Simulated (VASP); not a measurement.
A run of VASP 6.6.1:

File INCAR:

```
PREC = Accurate
ENCUT = 600
EDIFF = 1E-6
ISMEAR = -1
SIGMA = 0.08
LREAL = F
LASPH = T
NELM = 80
ALGO = Normal
ISIF = 3
LWAVE = F
LCHARG = F
GGA = PE
IBRION = 2
NSW = 32
EDIFFG = -0.005
PSTRESS = 2800.0
```

Contents of KPOINTS:

```
Automatic mesh
0
Gamma
  17 17 17
```

File POSCAR:

```
WC
1.0
    0.0000000000      1.9433880068      1.9433880068
    1.9433880068      0.0000000000      1.9433880068
    1.9433880068      1.9433880068      0.0000000000
W C
1 1
Direct
    0.0000000000      0.0000000000      0.0000000000
    0.5000000000      0.5000000000      0.5000000000
```

Potentials or basis: VASP PAW PBE potentials, release 64 (W_sv, C).

Command:

```console
$ cat potpaw_PBE.64/W_sv/POTCAR potpaw_PBE.64/C/POTCAR > POTCAR
$ mpirun -np 1 vasp_std > vasp.out
```

Hardware: 1 thread of Intel(R) Xeon(R) Platinum 8488C (Sapphire Rapids) (shared host).

Q: How long does it take, and how much memory?

A: It took 80 s on 1 thread of Intel(R) Xeon(R) Platinum 8488C (Sapphire Rapids), on a shared host, peak memory 0.18 GiB. Counts: scf iterations 26, k points 165, ion steps 3.
